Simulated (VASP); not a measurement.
Set up this calculation in VASP 6.6.1, as the native input.

| Property | Result |
| --- | --- |
| Task | single point |
| Functional | PBE |
| Potentials or basis | VASP PAW PBE potentials, release 64 (Al, N) |
| Cutoff | 520 eV |
| k mesh | 9 × 9 × 1 |
| Occupations | gaussian, width 0.1 eV |
| Spin | collinear spin, ferromagnetic start |
| Starting moments | [0.0, 0.0, 0.0, 3.0] μB |
| Dipole correction | yes |
| Further INCAR settings | ALGO = Normal; EDIFF = 1e-06; NBANDS = 19 |

The structure of Al3N lies in POSCAR:

```
Al3N
1.0
    2.8567582918      0.0000000000      0.0000000000
    0.0000000000      2.8567582918      0.0000000000
    0.0000000000      0.0000000000     21.1746954317
Al N
3 1
Direct
    0.5000000000      0.5000000000      0.1889047242
    0.0000000000      0.0000000000      0.2873641967
    0.5000000000      0.5000000000      0.3860596464
    0.5000000000      0.8333333333      0.4644551070
```

One way to write it, as run:

INCAR

```
  ALGO = Normal
  DIPOL = 0.5 0.5 0.332
  EDIFF = 1E-6
  ENCUT = 520
  GGA = PE
  IDIPOL = 3
  ISIF = 2
  ISMEAR = 0
  ISPIN = 2
  LASPH = T
  LCHARG = F
  LDIPOL = T
  LORBIT = 11
  LREAL = F
  LWAVE = F
  MAGMOM = 0 0 0 3
  NBANDS = 19
  NELM = 150
  PREC = Accurate
  SIGMA = 0.1
```

KPOINTS

```
k-points
0
Gamma
  9 9 1
```

Potentials or basis: VASP PAW PBE potentials, release 64 (Al, N).

Run with:

```bash
$ cat potpaw_PBE.64/Al/POTCAR potpaw_PBE.64/N/POTCAR > POTCAR
$ mpirun -np 1 vasp_std > vasp.out
```

Results of the run:

| Quantity | Value |
| --- | --- |
| Largest force | 2.053 eV/Å |
| Net moment | 0.09 μB per cell |
| Site moments | Al +0.00, -0.00; N +0.06 μB |
| Valence electrons inside the program's atomic spheres | Al 0.76, 0.75; N 3.36 |

Wall time 3.8 min on 1 thread of AMD EPYC 9R45 96-Core Processor (Zen 5) (shared host), peak memory 0.38 GiB.
